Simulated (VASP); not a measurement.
# Ta4C in VASP: single point with PBEsol

Aim: the single point of Ta4C with PBEsol.

Everything below comes from runs of VASP 6.6.1. Logs are shortened: lines on timing, memory, paths and dates and some standing lists are left out, and cuts for length are marked.

## 1. The cell of the first run

The cell holds a slab with vacuum, 5 atoms: a = 2.841 Å, b = 2.841 Å, c = 25.959 Å, α = 90.00°, β = 90.00°, γ = 109.47°.

## 2. Single point, PBEsol

Input file INCAR:

```
PREC     = Accurate       # precision mode
ENCUT    = 520            # plane-wave cutoff, eV
EDIFF    = 1E-6           # SCF threshold, eV
ISMEAR   = 0              # smearing method
SIGMA    = 0.1            # smearing width, eV
LREAL    = F              # projectors in reciprocal space
LASPH    = T              # aspherical terms in the spheres
NELM     = 120            # most SCF steps
ALGO     = Normal         # electronic algorithm
ISIF     = 2              # what is computed and relaxed
LWAVE    = F              # write WAVECAR
LCHARG   = F              # write CHGCAR
LDIPOL   = T            
IDIPOL   = 3            
DIPOL    = 0.5 0.5 0.499
GGA      = PS             # functional
NBANDS   = 36             # bands
GGA_COMPAT= F            
NELMDL   = -8
```

Input file KPOINTS:

```
Automatic mesh
0
Gamma
  11 11 1
```

Input file POSCAR:

```
Ta4C
1.0
    2.8410132457      0.0000000000      0.0000000000
   -0.9470044152      2.6785329753      0.0000000000
    0.0000000000      0.0000000000     25.9590328043
Ta C
4 1
Direct
    0.5000000000      0.5000000000      0.3274390099
    0.0000000000      0.0000000000      0.4167981790
    0.5000000000      0.5000000000      0.5043406263
    0.0000000000      0.0000000000      0.5976215326
    0.5000000000      1.0000000000      0.6495282234
```

Potentials or basis: VASP PAW PBE potentials, release 64 (Ta_sv_GW, C).

Launch:

```
cat potpaw_PBE.64/Ta_sv_GW/POTCAR potpaw_PBE.64/C/POTCAR > POTCAR
mpirun -np 1 vasp_std > vasp.out
```

OUTCAR:

```text
PREC = Accurate
   ENCUT = 520
   EDIFF = 1E-6
   ISMEAR = 0
   LREAL = F
   LASPH = T
   NELM = 120
   ISIF = 2
   GGA = PS
   NELMDL = -8

 ion  position               nearest neighbor table
   1  0.500  0.500  0.327-   2 2.84   2 2.84   2 3.28   2 3.28
   2  0.000  0.000  0.417-   3 2.80   3 2.80   1 2.84   1 2.84   3 3.25   3 3.25   1 3.28   1 3.28

   3  0.500  0.500  0.504-   2 2.80   2 2.80   4 2.92   4 2.92   2 3.25   2 3.25
   4  0.000  0.000  0.598-   5 1.96   5 1.96   3 2.92   3 2.92
   5  0.500  0.000  0.650-   4 1.96   4 1.96

  LATTYP: Found a base centered orthorhombic cell.
 ALAT       =     3.2805195244
 B/A-ratio  =     1.4142135624
 C/A-ratio  =     7.9130859035

  Lattice vectors:

 A1 = (   2.8410132457,   0.0000000000,   0.0000000000)
 A2 = (  -0.9470044152,   2.6785329753,   0.0000000000)
 A3 = (   0.0000000000,   0.0000000000,  25.9590328043)

Analysis of symmetry for initial positions (statically):
=====================================================================
 Subroutine PRICEL returns:
 Original cell was already a primitive cell.

 Routine SETGRP: Setting up the symmetry group for a
 base centered orthorhombic supercell.

 Subroutine GETGRP returns: Found  2 space group operations
 (whereof  2 operations were pure point group operations)
 out of a pool of  8 trial point group operations.

The static configuration has the point symmetry C_2 .

Analysis of symmetry for dynamics (positions and initial velocities):
=====================================================================
 Subroutine PRICEL returns:
 Original cell was already a primitive cell.

 Routine SETGRP: Setting up the symmetry group for a
 base centered orthorhombic supercell.

 Subroutine GETGRP returns: Found  2 space group operations
 (whereof  2 operations were pure point group operations)
 out of a pool of  8 trial point group operations.

The dynamic configuration has the point symmetry C_2 .

 Subroutine INISYM returns: Found  2 space group operations
 (whereof  2 operations are pure point group operations),
 and found     1 'primitive' translations

----------------------------------------------------------------------------------------

                                     Primitive cell

  volume of cell :     197.5417

  direct lattice vectors                    reciprocal lattice vectors
     2.841013246  0.000000000  0.000000000     0.351987095  0.124446231  0.000000000
    -0.947004415  2.678532975  0.000000000     0.000000000  0.373338693  0.000000000
     0.000000000  0.000000000 25.959032804     0.000000000  0.000000000  0.038522236

  length of vectors
     2.841013246  2.841013246 25.959032804     0.373338693  0.373338693  0.038522236

  position of ions in fractional coordinates (direct lattice)
     0.500000000  0.500000000  0.327439010
     0.000000000  0.000000000  0.416798179
     0.500000000  0.500000000  0.504340626
     0.000000000  0.000000000  0.597621533
     0.500000000  0.000000000  0.649528223

  ion indices of the primitive-cell ions
   primitive index   ion index
                 1           1
                 2           2
                 3           3
                 4           4
                 5           5

----------------------------------------------------------------------------------------

 KPOINTS: Automatic mesh

Automatic generation of k-mesh.
 Grid dimensions read from file:
 generate k-points for:   11   11    1

 Generating k-lattice:

  Cartesian coordinates                     Fractional coordinates (reciprocal lattice)
     0.031998827  0.011313294  0.000000000     0.090909091  0.000000000  0.000000000
     0.000000000  0.033939881  0.000000000     0.000000000  0.090909091  0.000000000
     0.000000000  0.000000000  0.038522236     0.000000000  0.000000000  1.000000000

  Length of vectors
     0.033939881  0.033939881  0.038522236

  Shift w.r.t. Gamma in fractional coordinates (k-lattice)
     0.000000000  0.000000000  0.000000000

 Subroutine IBZKPT returns following result:
 ===========================================

 Found     61 irreducible k-points:

 Following reciprocal coordinates:
            Coordinates               Weight
  0.000000  0.000000  0.000000      1.000000
  0.090909 -0.000000  0.000000      2.000000
  0.000000  0.090909  0.000000      2.000000
  0.181818 -0.000000  0.000000      2.000000
  0.000000  0.181818  0.000000      2.000000
  0.272727 -0.000000  0.000000      2.000000
[... 16 lines left out ...]
 -0.363636  0.090909  0.000000      2.000000
  0.090909 -0.363636  0.000000      2.000000
 [... further k-points ...]
   k-points           NKPTS =     61   k-points in BZ     NKDIM =     61   number of bands    NBANDS=     36
   number of dos      NEDOS =    301   number of ions     NIONS =      5
   total plane-waves  NPLWV = 112896
   dimension x,y,z NGX =    24 NGY =   24 NGZ =  196
   dimension x,y,z NGXF=    48 NGYF=   48 NGZF=  392
   ions per type =               4   1
   NGX,Y,Z   is equivalent  to a cutoff of  14.04, 14.04, 12.55 a.u.
   NGXF,Y,Z  is equivalent  to a cutoff of  28.09, 28.09, 25.10 a.u.
 SYSTEM =  unknown system
   PREC   = accura    normal or accurate (medium, high low for compatibility)
   ISTART =      0    job   : 0-new  1-cont  2-samecut
   ICHARG =      2    charge: 1-file 2-atom 10-const
   ISPIN  =      1    spin polarized calculation?
   LNONCOLLINEAR =      F non collinear calculations
   LSORBIT =      F    spin-orbit coupling
   LASPH  =      T    aspherical Exc in radial PAW
   ENCUT  =  520.0 eV  38.22 Ry    6.18 a.u.   5.28  5.28 48.27*2*pi/ulx,y,z
   NELM   =    120;   NELMIN=  2; NELMDL= -8     # of ELM steps
   EDIFF  = 0.1E-05   stopping-criterion for ELM
   LREAL  =      F    real-space projection
   EDIFFG = 0.1E-04   stopping-criterion for IOM
   NSW    =      0    number of steps for IOM
   IBRION =     -1    ionic relax: 0-MD 1-quasi-New 2-CG
   NFREE  =      0    steps in history (QN), initial steepest desc. (CG)
   ISIF   =      2    stress and relaxation
   ISYM   =      2    0-nonsym 1-usesym 2-fastsym
   POTIM  = 0.5000    time-step for ionic-motion
   TEBEG  =    0.0;   TEEND  =   0.0 temperature during run
   PSTRESS=    0.0 pullay stress
   NELECT =      56.0000    total number of electrons
   NUPDOWN=      -1.0000    fix difference up-down
   EMIN   =  10.00;   EMAX   =-10.00  energy-range for DOS
   EFERMI =   0.00;   METHOD = LEGACY
   ISMEAR =     0;   SIGMA  =   0.10  broadening in eV -4-tet -1-fermi 0-gaus
   EFERMI_NEDOS =   21; number of points for ismear=-14 and -15
   IALGO  =     38    algorithm
   IMIX   =      4    mixing-type and parameters
     AMIX     =   0.40;   BMIX     =  1.00
     AMIX_MAG =   1.60;   BMIX_MAG =  1.00
  volume/ion in A,a.u.               =      39.51       266.62
  Fermi-wavevector in a.u.,A,eV,Ry     =   1.075436  2.032279 15.735990  1.156563
  Thomas-Fermi vector in A             =   2.211292
   LORBIT       =      0    0 simple, 1 ext, 2 COOP (PROOUT), +10 PAW based schemes
   GGA     = PS    functional components
   LHFCALC =     F    Hartree Fock is set to
   AEXX    =    0.0000 exact exchange contribution
   IVDW    =     0    specifies the selected vdW correction
   LEPSILON=     F    determine dielectric tensor
   LRPA    =     F    only Hartree local field effects (RPA)
 non-spin polarized calculation
 Gauss-broadening in eV      SIGMA  =   0.10
  energy-cutoff  :      520.00
  volume of cell :      197.54
 maximum number of plane-waves:      5364
 NGX is ok and might be reduce to    24
   NGX = 11   NGY = 11   NGZ = 97

 dipolmoment           0.000000      0.000000     -0.120361 electrons x Angstroem

 number of electron      56.0000000 magnetization

 dipolmoment           0.000000      0.000000      0.064065 electrons x Angstroem

 Free energy of the ion-electron system (eV)
  ---------------------------------------------------
  ext. energy  EPLUGINS =         0.00000000
  ---------------------------------------------------
  free energy    TOTEN  =       -65.17656554 eV

  energy without entropy =      -65.14873778  energy(sigma->0) =      -65.16265166

 E-fermi :   0.6185     XC(G=0):  -5.9202

 val. band max:        0.6167377297   @ k =   0.0000   0.4545   0.0000
 cond. band min:       0.6227084618   @ k =  -0.4545   0.2727   0.0000
 fundamental gap:      0.0059707321
 Fermi energy:         0.6185037906

 k-point     1 :       0.0000    0.0000    0.0000
  band No.  band energies     occupation
      1     -66.9245      2.00000
      2     -66.5243      2.00000
      3     -66.4505      2.00000
      4     -66.2859      2.00000
      5     -33.7031      2.00000
      6     -33.3482      2.00000
[... 28 lines left out ...]
     35       3.9003      0.00000
     36       4.1443      0.00000

 k-point     2 :       0.0909   -0.0000    0.0000
  band No.  band energies     occupation
      1     -66.9194      2.00000
      2     -66.5179      2.00000
      3     -66.4469      2.00000
      4     -66.2806      2.00000
      5     -33.6832      2.00000
      6     -33.3442      2.00000
[... 28 lines left out ...]
     35       3.7871      0.00000
     36       4.0336      0.00000

 k-point     3 :       0.0000    0.0909    0.0000
  band No.  band energies     occupation
      1     -66.9194      2.00000
      2     -66.5179      2.00000
      3     -66.4469      2.00000
      4     -66.2810      2.00000
      5     -33.6833      2.00000
      6     -33.3450      2.00000
[... 28 lines left out ...]
     35       3.9732      0.00000
     36       4.0598      0.00000
[... 742 lines left out ...]
 k-point    23 :      -0.3636    0.0909    0.0000
  band No.  band energies     occupation
      1     -66.8694      2.00000
      2     -66.4548      2.00000
      3     -66.4106      2.00000
      4     -66.2280      2.00000
      5     -33.6619      2.00000
      6     -33.5578      2.00000
[... 28 lines left out ...]
     35       4.1661      0.00000
     36       4.5424      0.00000

 k-point    24 :       0.0909   -0.3636    0.0000
  band No.  band energies     occupation
      1     -66.8694      2.00000
      2     -66.4549      2.00000
      3     -66.4106      2.00000
      4     -66.2314      2.00000
      5     -33.6545      2.00000
      6     -33.5505      2.00000
[... 28 lines left out ...]
     35       4.3882      0.00000
     36       4.9255      0.00000

 [... further k-points ...]

------------------------ aborting loop because EDIFF is reached ----------------------------------------

 vacuum level on the upper side and lower side of the slab       (xc-potential included)         0.739        -0.753

  FORCE on cell =-STRESS in cart. coord.  units (eV):
  Direction    XX          YY          ZZ          XY          YZ          ZX
  --------------------------------------------------------------------------------------
  -------------------------------------------------------------------------------------
  Total        4.4470643     -2.6467474     -1.1395204     -0.9508277      0.0000000      0.0000000
  in kB       36.0682628    -21.4666523     -9.2421695     -7.7117625      0.0000000      0.0000000
  external PRESSURE =       1.7864803 kB  Pullay stress =       0.0000000 kB

 VOLUME and BASIS-vectors are now :
 -----------------------------------------------------------------------------
  energy-cutoff  :      520.00
  volume of cell :      197.54
      direct lattice vectors                 reciprocal lattice vectors
     2.841013246  0.000000000  0.000000000     0.351987095  0.124446231  0.000000000
    -0.947004415  2.678532975  0.000000000     0.000000000  0.373338693  0.000000000
     0.000000000  0.000000000 25.959032804     0.000000000  0.000000000  0.038522236

 POSITION                                       TOTAL-FORCE (eV/Angst)
 -----------------------------------------------------------------------------------
      0.94700      1.33927      8.50000         0.000000      0.000000      0.417440
      0.00000      0.00000     10.81968        -0.000000      0.000000     -0.426011
      0.94700      1.33927     13.09219         0.000000      0.000000     -0.002799
      0.00000      0.00000     15.51368         0.000000      0.000000     -0.057592
      1.42051      0.00000     16.86112         0.000000      0.000000      0.068962
 -----------------------------------------------------------------------------------
    total drift:                               -0.000000     -0.000000      0.000073

  FREE ENERGIE OF THE ION-ELECTRON SYSTEM (eV)
  ---------------------------------------------------
  free  energy   TOTEN  =       -65.1765655352 eV

  energy  without entropy=      -65.1487377790  energy(sigma->0) =      -65.16265166

 vacuum level on the upper side and lower side of the slab         7.057         5.534
```

Run time: 41 min. Hardware: 1 thread of Intel Xeon Platinum 8488C (Sapphire Rapids), shared host; peak memory 0.54 GiB.

What came out:

```
Free energy            : -65.1766 eV
Largest force          : 0.426 eV/Å
Band gap on the k mesh : zero (bands 28 and 29 overlap by 1.37 eV)
```

Forces in eV/Å, atoms in the order of the input:
```
Ta   0.000  0.000  0.417
Ta   0.000  0.000 -0.426
Ta   0.000  0.000 -0.003
Ta   0.000  0.000 -0.058
C    0.000  0.000  0.069
```

Caveat: the PAW data sets were made with another functional, which shifts forces and pressure a little; spin-orbit coupling is left out, which moves the levels of the heavy elements.
